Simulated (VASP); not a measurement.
# Bi2Te3 (P-3m1) in VASP: a series of runs

Bi2Te3 is run at these levels: PBEsol; tasks: single point.

Program: VASP 6.6.1. These are calculated values, not measurements. Logs are shortened: lines on timing, memory, paths and dates and some standing lists are left out, and cuts for length are marked.

**1. The cell of the first run**

Symmetry: P-3m1, No. 164, trigonal system. The conventional cell has a = 4.381 Å, b = 4.381 Å, c = 31.323 Å, α = 90.00°, β = 90.00°, γ = 120.00°. Bi (site symmetry 3m) has 6 Te at 3.06 to 3.23 Å within 4.0 Å. Within 4.0 Å of Bi (site symmetry 3m) lie 6 Te at 3.06 to 3.23 Å. Bi (site symmetry 3m) has 6 Te at 3.06 to 3.23 Å within 4.0 Å. Te (site symmetry 3m) has 6 Bi at 3.23 Å and 12 Te at 4.38 to 4.51 Å within 4.6 Å. Within 4.6 Å of Te (site symmetry -3m) lie 6 Bi at 3.23 Å and 12 Te at 4.38 to 4.51 Å. Within 4.0 Å of Te (site symmetry 3m) lie 3 Bi at 3.06 Å and 3 Te at 3.65 Å. Within 4.0 Å of Te (site symmetry 3m) lie 3 Bi at 3.06 Å. Within 4.0 Å of Te (site symmetry 3m) lie 3 Bi at 3.06 Å and 3 Te at 3.65 Å.

**2. Single point, PBEsol (the distance across one plane changed)**

Contents of INCAR:

```
SYSTEM = Bi2Te3
PREC = Accurate ; ENCUT = 500
EDIFF = 1E-6 ; ISMEAR = 0
SIGMA = 0.03 ; LREAL = .False.
LASPH = .True. ; NELM = 120
ALGO = Normal ; ISIF = 2
LWAVE = .False. ; LCHARG = .False.
GGA = PS ; NBANDS = 85
GGA_COMPAT = .False.
```

Contents of KPOINTS:

```
Automatic mesh
0
Gamma
  9 9 2
  0 0 0
```

Contents of POSCAR:

```
Bi2Te3
1.0
   -4.3808388124      0.0000000000      0.0000000000
   -2.1904194062     -3.7939177014      0.0000000000
    0.0000000000      0.0000000000     31.3232969145
Bi Te
6 9
Direct
    0.6666666667      0.6666666667      0.5484225343
    1.0000000000      0.0000000000      0.2257309075
    0.3333333333      0.3333333333      0.8711141612
    0.6666666667      0.6666666667      0.7423762420
    1.0000000000      0.0000000000      0.4196846152
    0.3333333333      0.3333333333      0.0969929884
    0.6666666667      0.6666666667      0.1613619480
    0.0000000000      1.0000000000      0.8067452016
    0.3333333333      0.3333333333      0.4840535748
    0.6666666667      0.6666666667      0.3646638219
    1.0000000000      0.0000000000      0.0419721951
    0.3333333333      0.3333333333      0.6873554487
    0.6666666667      0.6666666667      0.9261349545
    1.0000000000      0.0000000000      0.6034433277
    0.3333333333      0.3333333333      0.2807517009
```

Potentials or basis: VASP PAW PBE potentials, release 64 (Bi_d, Te).

Run with:

```
> cat potpaw_PBE.64/Bi_d/POTCAR potpaw_PBE.64/Te/POTCAR > POTCAR
> mpirun -np 1 vasp_std > vasp.out
```

OUTCAR:

```text
SYSTEM = Bi2Te3
   PREC = Accurate
   ENCUT = 500
   EDIFF = 1E-6
   ISMEAR = 0
   LREAL = .False.
   LASPH = .True.
   NELM = 120
   ISIF = 2
   GGA = PS

 ion  position               nearest neighbor table
   1  0.667  0.667  0.548-  14 3.06  14 3.06  14 3.06   9 3.23   9 3.23   9 3.23
   2  0.000  0.000  0.226-  15 3.06  15 3.06  15 3.06   7 3.23   7 3.23   7 3.23
   3  0.333  0.333  0.871-  13 3.06  13 3.06  13 3.06   8 3.23   8 3.23   8 3.23
   4  0.667  0.667  0.742-  12 3.06  12 3.06  12 3.06   8 3.23   8 3.23   8 3.23
   5  0.000  0.000  0.420-  10 3.06  10 3.06  10 3.06   9 3.23   9 3.23   9 3.23
   6  0.333  0.333  0.097-  11 3.06  11 3.06  11 3.06   7 3.23   7 3.23   7 3.23
   7  0.667  0.667  0.161-   2 3.23   2 3.23   2 3.23   6 3.23   6 3.23   6 3.23
   8  0.000  0.000  0.807-   3 3.23   4 3.23   3 3.23   4 3.23   3 3.23   4 3.23
   9  0.333  0.333  0.484-   1 3.23   1 3.23   1 3.23   5 3.23   5 3.23   5 3.23
  10  0.667  0.667  0.365-   5 3.06   5 3.06   5 3.06  15 3.65  15 3.65  15 3.65
  11  0.000  0.000  0.042-   6 3.06   6 3.06   6 3.06
  12  0.333  0.333  0.687-   4 3.06   4 3.06   4 3.06  14 3.65  14 3.65  14 3.65
  13  0.667  0.667  0.926-   3 3.06   3 3.06   3 3.06
  14  0.000  0.000  0.603-   1 3.06   1 3.06   1 3.06  12 3.65  12 3.65  12 3.65
  15  0.333  0.333  0.281-   2 3.06   2 3.06   2 3.06  10 3.65  10 3.65  10 3.65

  LATTYP: Found a hexagonal cell.
 ALAT       =     4.3808388124
 C/A-ratio  =     7.1500683444

  Lattice vectors:

 A1 = (   2.1904194062,   3.7939177014,   0.0000000000)
 A2 = (  -4.3808388124,   0.0000000000,   0.0000000000)
 A3 = (   0.0000000000,   0.0000000000,  31.3232969145)

Analysis of symmetry for initial positions (statically):
=====================================================================
 Subroutine PRICEL returns:
 Original cell was already a primitive cell.

 Routine SETGRP: Setting up the symmetry group for a
 hexagonal supercell.

 Subroutine GETGRP returns: Found 12 space group operations
 (whereof  6 operations were pure point group operations)
 out of a pool of 24 trial point group operations.

The static configuration has the point symmetry C_3v.
 The point group associated with its full space group is D_3d.

Analysis of symmetry for dynamics (positions and initial velocities):
=====================================================================
 Subroutine PRICEL returns:
 Original cell was already a primitive cell.

 Routine SETGRP: Setting up the symmetry group for a
 hexagonal supercell.

 Subroutine GETGRP returns: Found 12 space group operations
 (whereof  6 operations were pure point group operations)
 out of a pool of 24 trial point group operations.

The dynamic configuration has the point symmetry C_3v.
 The point group associated with its full space group is D_3d.

 Subroutine INISYM returns: Found 12 space group operations
 (whereof  6 operations are pure point group operations),
 and found     1 'primitive' translations

----------------------------------------------------------------------------------------

                                     Primitive cell

  volume of cell :     520.6102

  direct lattice vectors                    reciprocal lattice vectors
    -4.380838812  0.000000000  0.000000000    -0.228266787  0.131789891  0.000000000
    -2.190419406 -3.793917701  0.000000000     0.000000000 -0.263579782  0.000000000
     0.000000000  0.000000000 31.323296914     0.000000000  0.000000000  0.031925120

  length of vectors
     4.380838812  4.380838812 31.323296914     0.263579782  0.263579782  0.031925120

  position of ions in fractional coordinates (direct lattice)
     0.666666667  0.666666667  0.548422534
     0.000000000  0.000000000  0.225730908
     0.333333333  0.333333333  0.871114161
     0.666666667  0.666666667  0.742376242
     0.000000000  0.000000000  0.419684615
     0.333333333  0.333333333  0.096992988
     0.666666667  0.666666667  0.161361948
     0.000000000  0.000000000  0.806745202
     0.333333333  0.333333333  0.484053575
     0.666666667  0.666666667  0.364663822
     0.000000000  0.000000000  0.041972195
     0.333333333  0.333333333  0.687355449
     0.666666667  0.666666667  0.926134955
     0.000000000  0.000000000  0.603443328
     0.333333333  0.333333333  0.280751701

  ion indices of the primitive-cell ions
   primitive index   ion index
                 1           1
                 2           2
                 3           3
                 4           4
                 5           5
                 6           6
                 7           7
                 8           8
                 9           9
                10          10
                11          11
                12          12
                13          13
                14          14
                15          15

----------------------------------------------------------------------------------------

 KPOINTS: Automatic mesh

Automatic generation of k-mesh.
 Grid dimensions read from file:
 generate k-points for:    9    9    2

 Generating k-lattice:

  Cartesian coordinates                     Fractional coordinates (reciprocal lattice)
    -0.025362976  0.014643321  0.000000000     0.111111111  0.000000000  0.000000000
     0.000000000 -0.029286642  0.000000000     0.000000000  0.111111111  0.000000000
     0.000000000  0.000000000  0.015962560     0.000000000  0.000000000  0.500000000

  Length of vectors
     0.029286642  0.029286642  0.015962560

  Shift w.r.t. Gamma in fractional coordinates (k-lattice)
     0.000000000  0.000000000  0.000000000

 Subroutine IBZKPT returns following result:
 ===========================================

 Found     24 irreducible k-points:

 Following reciprocal coordinates:
            Coordinates               Weight
  0.000000  0.000000  0.000000      1.000000
  0.111111  0.000000  0.000000      6.000000
  0.222222  0.000000  0.000000      6.000000
  0.333333  0.000000  0.000000      6.000000
  0.444444  0.000000  0.000000      6.000000
  0.222222  0.111111  0.000000      6.000000
[... 16 lines left out ...]
 -0.444444  0.222222  0.500000     12.000000
 -0.333333  0.333333  0.500000      2.000000
   k-points           NKPTS =     24   k-points in BZ     NKDIM =     24   number of bands    NBANDS=     85
   number of dos      NEDOS =    301   number of ions     NIONS =     15
   total plane-waves  NPLWV = 245760
   dimension x,y,z NGX =    32 NGY =   32 NGZ =  240
   dimension x,y,z NGXF=    64 NGYF=   64 NGZF=  480
   ions per type =               6   9
   NGX,Y,Z   is equivalent  to a cutoff of  12.14, 12.14, 12.74 a.u.
   NGXF,Y,Z  is equivalent  to a cutoff of  24.29, 24.29, 25.48 a.u.
 SYSTEM =  Bi2Te3
   PREC   = accura    normal or accurate (medium, high low for compatibility)
   ISTART =      0    job   : 0-new  1-cont  2-samecut
   ICHARG =      2    charge: 1-file 2-atom 10-const
   ISPIN  =      1    spin polarized calculation?
   LNONCOLLINEAR =      F non collinear calculations
   LSORBIT =      F    spin-orbit coupling
   LASPH  =      T    aspherical Exc in radial PAW
   ENCUT  =  500.0 eV  36.75 Ry    6.06 a.u.   7.99  7.99 57.11*2*pi/ulx,y,z
   NELM   =    120;   NELMIN=  2; NELMDL= -5     # of ELM steps
   EDIFF  = 0.1E-05   stopping-criterion for ELM
   LREAL  =      F    real-space projection
[... 7 lines left out ...]
   TEBEG  =    0.0;   TEEND  =   0.0 temperature during run
   PSTRESS=    0.0 pullay stress
   NELECT =     144.0000    total number of electrons
   NUPDOWN=      -1.0000    fix difference up-down
   EMIN   =  10.00;   EMAX   =-10.00  energy-range for DOS
   EFERMI =   0.00;   METHOD = LEGACY
   ISMEAR =     0;   SIGMA  =   0.03  broadening in eV -4-tet -1-fermi 0-gaus
   EFERMI_NEDOS =   21; number of points for ismear=-14 and -15
   IALGO  =     38    algorithm
   IMIX   =      4    mixing-type and parameters
     AMIX     =   0.40;   BMIX     =  1.00
     AMIX_MAG =   1.60;   BMIX_MAG =  1.00
  volume/ion in A,a.u.               =      34.71       234.22
  Fermi-wavevector in a.u.,A,eV,Ry     =   1.066657  2.015689 15.480125  1.137757
  Thomas-Fermi vector in A             =   2.202248
   LORBIT       =      0    0 simple, 1 ext, 2 COOP (PROOUT), +10 PAW based schemes
   GGA     = PS    functional components
   LHFCALC =     F    Hartree Fock is set to
   AEXX    =    0.0000 exact exchange contribution
   IVDW    =     0    specifies the selected vdW correction
   LEPSILON=     F    determine dielectric tensor
   LRPA    =     F    only Hartree local field effects (RPA)
 non-spin polarized calculation
 Gauss-broadening in eV      SIGMA  =   0.03
  energy-cutoff  :      500.00
  volume of cell :      520.61
 maximum number of plane-waves:     13296
   NGX = 15   NGY = 15   NGZ =115

 number of electron     144.0000009 magnetization

 Free energy of the ion-electron system (eV)
  ---------------------------------------------------
  ext. energy  EPLUGINS =         0.00000000
  ---------------------------------------------------
  free energy    TOTEN  =       -60.78931652 eV

  energy without entropy =      -60.78931652  energy(sigma->0) =      -60.78931652

 E-fermi :   5.8739     XC(G=0):  -9.3362

 val. band max:        5.6663254160   @ k =   0.0000   0.0000   0.0000
 cond. band min:       6.0143107002   @ k =   0.0000   0.0000   0.0000
 fundamental gap:      0.3479852842
 Fermi energy:         5.8738931930

 k-point     1 :       0.0000    0.0000    0.0000
  band No.  band energies     occupation
      1     -17.3328      2.00000
      2     -17.3328      2.00000
      3     -17.3314      2.00000
      4     -17.3314      2.00000
      5     -17.3313      2.00000
      6     -17.3313      2.00000
[... 2077 lines left out ...]
     83       9.1084      0.00000
     84       9.1890      0.00000
 [bands above 84 left out]

------------------------ aborting loop because EDIFF is reached ----------------------------------------

  FORCE on cell =-STRESS in cart. coord.  units (eV):
  Direction    XX          YY          ZZ          XY          YZ          ZX
  --------------------------------------------------------------------------------------
  -------------------------------------------------------------------------------------
  Total       -0.7044394     -0.7044394     -0.8304290      0.0000000      0.0000000      0.0000000
  in kB       -2.1679118     -2.1679118     -2.5556445      0.0000000      0.0000000      0.0000000
  external PRESSURE =      -2.2971560 kB  Pullay stress =       0.0000000 kB

 VOLUME and BASIS-vectors are now :
 -----------------------------------------------------------------------------
  energy-cutoff  :      500.00
  volume of cell :      520.61
      direct lattice vectors                 reciprocal lattice vectors
    -4.380838812  0.000000000  0.000000000    -0.228266787  0.131789891  0.000000000
    -2.190419406 -3.793917701  0.000000000     0.000000000 -0.263579782  0.000000000
     0.000000000  0.000000000 31.323296914     0.000000000  0.000000000  0.031925120

 POSITION                                       TOTAL-FORCE (eV/Angst)
 -----------------------------------------------------------------------------------
     -4.38084     -2.52928     17.17840         0.000000      0.000000     -0.004521
      0.00000      0.00000      7.07064         0.000000      0.000000     -0.019620
     -2.19042     -1.26464     27.28617         0.000000      0.000000      0.111956
     -4.38084     -2.52928     23.25367        -0.000000     -0.000000      0.019620
      0.00000      0.00000     13.14591        -0.000000      0.000000      0.004521
     -2.19042     -1.26464      3.03814         0.000000     -0.000000     -0.111956
     -4.38084     -2.52928      5.05439         0.000000     -0.000000      0.001051
      0.00000      0.00000     25.26992        -0.000000      0.000000     -0.001051
     -2.19042     -1.26464     15.16215        -0.000000     -0.000000     -0.000000
     -4.38084     -2.52928     11.42247         0.000000      0.000000     -0.014876
      0.00000      0.00000      1.31471        -0.000000     -0.000000      0.011002
     -2.19042     -1.26464     21.53024         0.000000      0.000000     -0.020624
     -4.38084     -2.52928     29.00960        -0.000000      0.000000     -0.011002
      0.00000      0.00000     18.90183        -0.000000     -0.000000      0.014876
     -2.19042     -1.26464      8.79407        -0.000000     -0.000000      0.020624
 -----------------------------------------------------------------------------------
    total drift:                                0.000000      0.000000     -0.000269

  FREE ENERGIE OF THE ION-ELECTRON SYSTEM (eV)
  ---------------------------------------------------
  free  energy   TOTEN  =       -60.7893165240 eV

  energy  without entropy=      -60.7893165240  energy(sigma->0) =      -60.78931652
```

Wall time 28 min (1 thread of Intel Xeon Platinum 8175M at 2.50GHz (Skylake/Cascade Lake), shared host); peak memory 0.97 GiB.

Results:

* Free energy: -60.7893 eV
* Pressure: -0.2 GPa
* Largest force: 0.112 eV/Å
* Band gap on the k mesh: 0.35 eV

Forces on the atoms (eV/Å):
```
Bi   0.000  0.000 -0.005
Bi   0.000  0.000 -0.020
Bi   0.000  0.000  0.112
Bi   0.000  0.000  0.020
Bi   0.000  0.000  0.005
Bi   0.000  0.000 -0.112
Te   0.000  0.000  0.001
Te   0.000  0.000 -0.001
Te   0.000  0.000  0.000
Te   0.000  0.000 -0.015
Te   0.000  0.000  0.011
Te   0.000  0.000 -0.021
Te   0.000  0.000 -0.011
Te   0.000  0.000  0.015
Te   0.000  0.000  0.021
```

Levels at points of the mesh, in eV from the valence-band top:
| k point | band 68 | band 69 | band 70 | band 71 | band 72 | band 73 | band 74 | band 75 | band 76 | band 77 |
| --- | --- | --- | --- | --- | --- | --- | --- | --- | --- | --- |
| (0.00, 0.00, 0.00) | -0.77 | -0.77 | -0.54 | -0.23 | 0.00 | 0.35 | 0.61 | 0.77 | 0.82 | 0.82 |
| (0.00, 0.00, 0.50) | -0.79 | -0.79 | -0.55 | -0.20 | -0.04 | 0.40 | 0.55 | 0.80 | 0.83 | 0.83 |

Caveat: the cell differs from its parent crystal (the distance across one plane changed); the PAW data sets were made with another functional, which shifts forces and pressure a little; spin-orbit coupling is left out, which moves the levels of the heavy elements; this functional lacks dispersion, which binds layers or chains, so the pressure and a relaxed spacing across them are unreliable. A k mesh can miss the band edges.

**3. Single point, PBEsol (the distance across one plane changed)**

Contents of INCAR:

```
PREC = Accurate
ENCUT = 500
EDIFF = 1E-6
ISMEAR = 0
SIGMA = 0.03
LREAL = False
LASPH = True
NELM = 120
ALGO = Normal
ISIF = 2
LWAVE = False
LCHARG = True
GGA = PS
LELF = True
LVHAR = True
NBANDS = 85
GGA_COMPAT = False
```

Contents of KPOINTS:

```
regular mesh
0
Gamma
  9 9 2
```

Contents of POSCAR:

```
Bi2Te3
1.0
   -4.3808388124      0.0000000000      0.0000000000
   -2.1904194062     -3.7939177014      0.0000000000
    0.0000000000      0.0000000000     30.5732969145
Bi Te
6 9
Direct
    0.6666666667      0.6666666667      0.5618760033
    1.0000000000      0.0000000000      0.2312683601
    0.3333333333      0.3333333333      0.8924836465
    0.6666666667      0.6666666667      0.7605876303
    1.0000000000      0.0000000000      0.4299799871
    0.3333333333      0.3333333333      0.0993723439
    0.6666666667      0.6666666667      0.1653203520
    0.0000000000      1.0000000000      0.8265356384
    0.3333333333      0.3333333333      0.4959279952
    0.6666666667      0.6666666667      0.3736094670
    1.0000000000      0.0000000000      0.0430018238
    0.3333333333      0.3333333333      0.7042171103
    0.6666666667      0.6666666667      0.9488541666
    1.0000000000      0.0000000000      0.6182465234
    0.3333333333      0.3333333333      0.2876388802
```

Potentials or basis: VASP PAW PBE potentials, release 64 (Bi_d, Te).

Run with:

```
> cat potpaw_PBE.64/Bi_d/POTCAR potpaw_PBE.64/Te/POTCAR > POTCAR
> mpirun -np 1 vasp_std > vasp.out
```

It took 36 min on 1 thread of Oxide Virtual Turin-like, shared host; peak memory 0.92 GiB.

The run converged. Its results:

```yaml
Free_energy: -60.8770 eV
Pressure: -0.1 GPa
Largest_force: 0.055 eV/Å
Band_gap_on_the_k_mesh: 0.25 eV
```

Forces on the atoms (eV/Å):
```
Bi   0.000  0.000 -0.007
Bi   0.000  0.000 -0.011
Bi   0.000  0.000  0.038
Bi   0.000  0.000  0.011
Bi   0.000  0.000  0.007
Bi   0.000  0.000 -0.038
Te   0.000  0.000 -0.003
Te   0.000  0.000  0.003
Te   0.000  0.000  0.000
Te   0.000  0.000 -0.016
Te   0.000  0.000 -0.055
Te   0.000  0.000 -0.016
Te   0.000  0.000  0.055
Te   0.000  0.000  0.016
Te   0.000  0.000  0.016
```

Levels at points of the mesh, in eV from the valence-band top:
| k point | band 68 | band 69 | band 70 | band 71 | band 72 | band 73 | band 74 | band 75 | band 76 | band 77 |
| --- | --- | --- | --- | --- | --- | --- | --- | --- | --- | --- |
| (0.00, 0.00, 0.00) | -0.85 | -0.85 | -0.35 | -0.32 | 0.00 | 0.25 | 0.62 | 0.68 | 0.70 | 0.70 |
| (0.00, 0.00, 0.50) | -0.90 | -0.90 | -0.41 | -0.17 | -0.13 | 0.40 | 0.45 | 0.76 | 0.76 | 0.76 |

Caveat: the cell differs from its parent crystal (the distance across one plane changed); the PAW data sets were made with another functional, which shifts forces and pressure a little; spin-orbit coupling is left out, which moves the levels of the heavy elements; this functional lacks dispersion, which binds layers or chains, so the pressure and a relaxed spacing across them are unreliable. A k mesh can miss the band edges.
